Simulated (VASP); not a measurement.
Wanted: the native input for a VASP 6.6.1 run.

| Item | Value |
| --- | --- |
| Task | relaxation of cell and atoms |
| Functional | revPBE |
| Dispersion | D3(BJ) |
| Potentials or basis | VASP PAW PBE potentials, release 64 (Sb, Ga_d) |
| Cutoff | 600 eV |
| k mesh | 8 × 8 × 8 |
| Occupations | fermi-dirac, width 0.05 eV |
| Spin | no spin polarisation |
| Dipole correction | no |
| Further INCAR settings | ALGO = Normal; EDIFF = 1e-07; IBRION = 2; EDIFFG = -0.005; NSW = 80; ISIF = 3 |

The structure of GaSb lies in POSCAR:

```
GaSb
1.0
    0.0000000000      3.0590000000      3.0590000000
    3.0590000000      0.0000000000      3.0590000000
    3.0590000000      3.0590000000      0.0000000000
Sb Ga
1 1
Direct
    0.7500000000      0.7500000000      0.7500000000
    0.0000000000      0.0000000000      0.0000000000
```

These files were run (other wordings do the same):

INCAR

```
  ALGO = Normal
  EDIFF = 1E-7
  EDIFFG = -0.005
  ENCUT = 600
  GGA = RE
  IBRION = 2
  ISIF = 3
  ISMEAR = -1
  IVDW = 12
  LASPH = True
  LCHARG = False
  LREAL = False
  LWAVE = False
  NELM = 100
  NSW = 80
  PREC = Accurate
  SIGMA = 0.05
```

KPOINTS

```
k-points
0
Gamma
  8 8 8
```

Potentials or basis: VASP PAW PBE potentials, release 64 (Sb, Ga_d).

The run is started by

```bash
$ cat potpaw_PBE.64/Sb/POTCAR potpaw_PBE.64/Ga_d/POTCAR > POTCAR
$ mpirun -np 1 vasp_std > vasp.out
```

Results of the run:

* Relaxed volume: 28.41 Å³/atom
* Relaxed cell: a = 4.315 Å, b = 4.315 Å, c = 4.315 Å, α = 60.00°, β = 60.00°, γ = 60.00°
* Space group after relaxing (to 0.05 Å): F-43m (No. 216)
* Energy gained by relaxing: 0.3 meV/atom
* Ionic steps: 3
* Pressure after relaxing: 0.0 GPa
* Band gap on the k mesh: 0.16 eV, direct
* Dispersion energy per atom: -0.633 eV

Caveat: the PAW data sets were made with another functional, which shifts forces and pressure a little; spin-orbit coupling is left out, which moves the levels of the heavy elements.

It took 63 s on 1 thread of Intel(R) Xeon(R) Platinum 8259CL CPU @ 2.50GHz (Skylake/Cascade Lake), on a shared host, peak memory 0.22 GiB.
